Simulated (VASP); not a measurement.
# Cd4Se (P-4m2) in VASP: notebook, part 2 of 2

VASP 6.6.1. Earlier steps stand in the parts before.

### Step 3. Single point, PBE

This run uses another cell than the first one, of 28.20 Å³/atom, 0.995 times its volume.

File INCAR:

```
SYSTEM = Cd4Se
PREC     = Accurate       ! precision mode
ENCUT    = 520            ! plane-wave cutoff, eV
EDIFF    = 1E-7           ! SCF threshold, eV
ISMEAR   = 0              ! smearing method
SIGMA    = 0.1            ! smearing width, eV
LREAL    = .False.        ! projectors in reciprocal space
LASPH    = .True.         ! aspherical terms in the spheres
NELM     = 100            ! most SCF steps
ALGO     = Normal         ! electronic algorithm
ISIF     = 2              ! what is computed and relaxed
LWAVE    = .False.        ! write WAVECAR
LCHARG   = .True.         ! write CHGCAR
GGA      = PE             ! functional
LELF     = .True.         ! ELF
LVHAR    = .True.       
NBANDS   = 35             ! bands
```

File KPOINTS:

```
Automatic mesh
0
Gamma
  8 8 4
  0 0 0
```

File POSCAR:

```
Cd4Se
1.0
    4.2395342960      0.0000000000      0.0000000000
    0.0000000000      4.2395342960      0.0000000000
    0.0000000000      0.0000000000      7.8446135152
Cd Se
4 1
Direct
    0.5000000000      0.0000000000      0.7839837964
    0.0000000000      0.5000000000      0.2160162036
    0.0000000000      0.0000000000      0.5000000000
    0.5000000000      0.5000000000      0.5000000000
    0.0000000000      0.0000000000      0.0000000000
```

Potentials or basis: VASP PAW PBE potentials, release 64 (Cd, Se).

The run is started by

```
$ cat potpaw_PBE.64/Cd/POTCAR potpaw_PBE.64/Se/POTCAR > POTCAR
$ mpirun -np 1 vasp_std > vasp.out
```

OUTCAR:

```text
SYSTEM = Cd4Se
   PREC = Accurate
   ENCUT = 520
   EDIFF = 1E-7
   ISMEAR = 0
   LREAL = .False.
   LASPH = .True.
   NELM = 100
   ISIF = 2
   GGA = PE

 ion  position               nearest neighbor table
   1  0.500  0.000  0.784-   5 2.71   5 2.71   3 3.08   4 3.08   3 3.08   4 3.08
   2  0.000  0.500  0.216-   5 2.71   5 2.71   3 3.08   3 3.08   4 3.08   4 3.08
   3  0.000  0.000  0.500-   4 3.00   4 3.00   4 3.00   4 3.00   2 3.08   1 3.08   1 3.08   2 3.08

   4  0.500  0.500  0.500-   3 3.00   3 3.00   3 3.00   3 3.00   2 3.08   2 3.08   1 3.08   1 3.08

   5  0.000  0.000  0.000-   1 2.71   2 2.71   2 2.71   1 2.71

  LATTYP: Found a simple tetragonal cell.
 ALAT       =     4.2395342960
 C/A-ratio  =     1.8503479315

  Lattice vectors:

 A1 = (   4.2395342960,   0.0000000000,   0.0000000000)
 A2 = (   0.0000000000,   4.2395342960,   0.0000000000)
 A3 = (   0.0000000000,   0.0000000000,   7.8446135152)

Analysis of symmetry for initial positions (statically):
=====================================================================
 Subroutine PRICEL returns:
[... 180 lines left out ...]
 val. band max:        1.6274613704   @ k =   0.0000   0.0000   0.0000
 cond. band min:       1.6965968860   @ k =   0.5000   0.2500   0.5000
 fundamental gap:      0.0691355156
 Fermi energy:         1.6298676716

 k-point     1 :       0.0000    0.0000    0.0000
  band No.  band energies     occupation
      1     -11.6321      2.00000
      2      -8.0696      2.00000
      3      -7.9883      2.00000
      4      -7.8200      2.00000
      5      -7.7676      2.00000
      6      -7.7676      2.00000
[... 901 lines left out ...]
     34       7.3365      0.00000
     35       7.7350      0.00000

 [... further k-points ...]

------------------------ aborting loop because EDIFF is reached ----------------------------------------

  FORCE on cell =-STRESS in cart. coord.  units (eV):
  Direction    XX          YY          ZZ          XY          YZ          ZX
  --------------------------------------------------------------------------------------
  -------------------------------------------------------------------------------------
  Total        0.1980884      0.1980884      0.2020383      0.0000000      0.0000000     -0.0000000
  in kB        2.2509293      2.2509293      2.2958121      0.0000000      0.0000000     -0.0000000
  external PRESSURE =       2.2658902 kB  Pullay stress =       0.0000000 kB

 VOLUME and BASIS-vectors are now :
 -----------------------------------------------------------------------------
  energy-cutoff  :      520.00
  volume of cell :      141.00
      direct lattice vectors                 reciprocal lattice vectors
     4.239534296  0.000000000  0.000000000     0.235874964  0.000000000  0.000000000
     0.000000000  4.239534296  0.000000000     0.000000000  0.235874964  0.000000000
     0.000000000  0.000000000  7.844613515     0.000000000  0.000000000  0.127476006

 POSITION                                       TOTAL-FORCE (eV/Angst)
 -----------------------------------------------------------------------------------
      2.11977      0.00000      6.15005        -0.000000      0.000000     -0.005843
      0.00000      2.11977      1.69456         0.000000      0.000000      0.005843
      0.00000      0.00000      3.92231         0.000000     -0.000000      0.000000
      2.11977      2.11977      3.92231         0.000000      0.000000      0.000000
      0.00000      0.00000      0.00000         0.000000      0.000000      0.000000
 -----------------------------------------------------------------------------------
    total drift:                                0.000000      0.000000     -0.000000

  FREE ENERGIE OF THE ION-ELECTRON SYSTEM (eV)
  ---------------------------------------------------
  free  energy   TOTEN  =        -7.0414237657 eV

  energy  without entropy=       -7.0358960058  energy(sigma->0) =       -7.03865989
```

OSZICAR:

```text
N       E                     dE             d eps       ncg     rms          rms(c)
DAV:   1     0.392119743740E+03    0.39212E+03   -0.27379E+04  3150   0.145E+03
DAV:   2     0.850306341306E+01   -0.38362E+03   -0.37341E+03  3273   0.380E+02
DAV:   3    -0.758010309619E+01   -0.16083E+02   -0.15984E+02  3586   0.791E+01
DAV:   4    -0.770153801587E+01   -0.12143E+00   -0.12133E+00  3397   0.574E+00
DAV:   5    -0.770214458383E+01   -0.60657E-03   -0.60655E-03  3520   0.390E-01    0.669E+00
DAV:   6    -0.705050635361E+01    0.65164E+00   -0.14549E+00  3883   0.873E+00    0.526E+00
DAV:   7    -0.704438952178E+01    0.61168E-02   -0.44610E-01  3371   0.264E+00    0.271E+00
DAV:   8    -0.704333169226E+01    0.10578E-02   -0.62134E-02  3381   0.186E+00    0.301E-01
DAV:   9    -0.704120068595E+01    0.21310E-02   -0.91748E-03  3438   0.798E-01    0.120E-01
DAV:  10    -0.704136799344E+01   -0.16731E-03   -0.16495E-03  3456   0.219E-01    0.706E-02
DAV:  11    -0.704142881288E+01   -0.60819E-04   -0.31311E-04  3332   0.138E-01    0.164E-02
DAV:  12    -0.704142299339E+01    0.58195E-05   -0.29545E-05  3379   0.407E-02    0.481E-03
DAV:  13    -0.704142372326E+01   -0.72987E-06   -0.50486E-06  3300   0.954E-03    0.179E-03
DAV:  14    -0.704142376569E+01   -0.42431E-07   -0.97737E-08  2606   0.218E-03
   1 F= -.70414238E+01 E0= -.70386599E+01  d E =-.552776E-02
```

Run time: 1.8 min. Hardware: 1 thread of Intel Xeon Platinum 8488C (Sapphire Rapids), shared host; peak memory 0.33 GiB.

Results:

| Item | Value |
| --- | --- |
| Free energy | -7.0414 eV |
| Pressure | 0.2 GPa |
| Largest force | 0.006 eV/Å |
| Band gap on the k mesh | zero (band 27 reaches 3.05 eV, above the bottom of band 28 at -0.24 eV) |

Forces in eV/Å, atoms in the order of the input:
```
Cd   0.000  0.000 -0.006
Cd   0.000  0.000  0.006
Cd   0.000  0.000  0.000
Cd   0.000  0.000  0.000
Se   0.000  0.000  0.000
```
